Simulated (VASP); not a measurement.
Here is a VASP 6.6.1 calculation.

The input INCAR:

```
PREC = Accurate ; ENCUT = 520
EDIFF = 1E-6 ; ISMEAR = 0
SIGMA = 0.05 ; LREAL = False
LASPH = True ; NELM = 60
ALGO = Normal ; ISIF = 2
LWAVE = False ; LCHARG = True
GGA = PE ; LELF = True
LVHAR = True ; NBANDS = 24
```

File KPOINTS:

```
Automatic mesh
0
Gamma
  8 8 4
```

Contents of POSCAR:

```
BaTe
1.0
    5.9702102791      0.0000000000      0.0000000000
   -2.9851051396      5.1703537676      0.0000000000
    0.0000000000      0.0000000000      7.0024277399
Ba Te
2 2
Direct
    0.6666666667      0.3333333333      0.0625865676
    0.3333333333      0.6666666667      0.5625865676
    0.6666666667      0.3333333333      0.5626134324
    0.3333333333      0.6666666667      0.0797503461
```

Potentials or basis: VASP PAW PBE potentials, release 64 (Ba_sv, Te).

Launch:

```console
$ cat potpaw_PBE.64/Ba_sv/POTCAR potpaw_PBE.64/Te/POTCAR > POTCAR
$ mpirun -np 1 vasp_std > vasp.out
```

**Question.** Predict the band gap on the k mesh.

**Answer.** 1.94 eV (least direct gap 2.24 eV).

**Question.** What does it give for the largest force?

**Answer.** 0.340 eV/Å.

**Question.** Predict the pressure.

**Answer.** 0.3 GPa.

Forces in eV/Å, atoms in the order of the input:
```
Ba   0.000  0.000  0.035
Ba   0.000  0.000  0.240
Te   0.000  0.000  0.066
Te   0.000  0.000 -0.340
```

Caveat: the cell differs from its parent crystal (atom 4 (Te) moved 0.12 Å along z); spin-orbit coupling is left out, which moves the levels of the heavy elements. A k mesh can miss the band edges.
